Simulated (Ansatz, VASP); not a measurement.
## One calculation of Si2W3, two programs

File INCAR:

```
PREC = Accurate
ENCUT = 600
EDIFF = 1E-6
ISMEAR = 0
SIGMA = 0.1
LREAL = False
LASPH = True
NELM = 80
ALGO = Normal
ISIF = 3
LWAVE = False
LCHARG = False
GGA = PE
IBRION = 2
NSW = 90
EDIFFG = -0.04
```

File KPOINTS:

```
regular mesh
0
Gamma
  6 6 4
```

Contents of POSCAR:

```
Si2W3
1.0
    4.6633532700      0.0000000000      0.0000000000
   -2.3316766300      4.0385824000      0.0000000000
    0.0000000000      0.0000000000      5.2528455400
Si W
2 3
Direct
    0.3333333300      0.6666666700      0.5000000000
    0.6666666700      0.3333333300      0.5000000000
    0.3333333300      0.6666666700      0.0000000000
    0.6666666700      0.3333333300      0.0000000000
    0.0000000000      0.0000000000      0.0000000000
```

Input for Ansatz:

```yaml
crystal:
  lattice:
    - [4.66335327, 0.0, 0.0]
    - [-2.33167663, 4.0385824, 0.0]
    - [0.0, 0.0, 5.25284554]
  atoms:
    - { symbol: Si, position: [0.33333333, 0.66666667, 0.5] }
    - { symbol: Si, position: [0.66666667, 0.33333333, 0.5] }
    - { symbol: W, position: [0.33333333, 0.66666667, 0.0] }
    - { symbol: W, position: [0.66666667, 0.33333333, 0.0] }
    - { symbol: W, position: [0.0, 0.0, 0.0] }
basis:
  ecutwfc: 420
kpoints:
  mp_grid: { grid: [6, 6, 4] }
hamiltonian:
  xc: pbe
scf:
  occupations: { method: gaussian, width: 0.1 }
  lower_state_search: "off"
output:
  forces: true
  stress: true
  eigenvalues: true
relax:
  adjacent_minimum: "off"
  f_tol: 0.04
  max_steps: 70
  cell: { stress_tol: 0.4 }
```

Alike in both runs: task relaxation of cell and atoms; functional PBE; k mesh 6 × 6 × 4; occupations gaussian, width 0.1 eV; no spin polarisation.

|  | VASP | Ansatz |
| --- | --- | --- |
| version | VASP 6.6.1 | Ansatz 0.2.0 |
| potentials or method | VASP PAW PBE potentials, release 64 (Si, W_sv), cutoff 600 eV | scalar-relativistic, plane waves, PAW |
| valence electrons in the cell | 50 | 50 |

|  | VASP | Ansatz | Ansatz less VASP |
| --- | --- | --- | --- |
| gap on the k mesh at the Fermi level, each at its own relaxed structure (eV) | none | none | - |
| relaxed volume (Å³/atom) | 19.13 | 19.09 | -0.044 |
| relaxed length of the cell vector where the two differ most in proportion (Å) | 4.735 | 4.729 | -0.0062 |

A gap of «none» marks a metal or a gap that the smearing closes.

Neither program's run includes spin-orbit coupling.
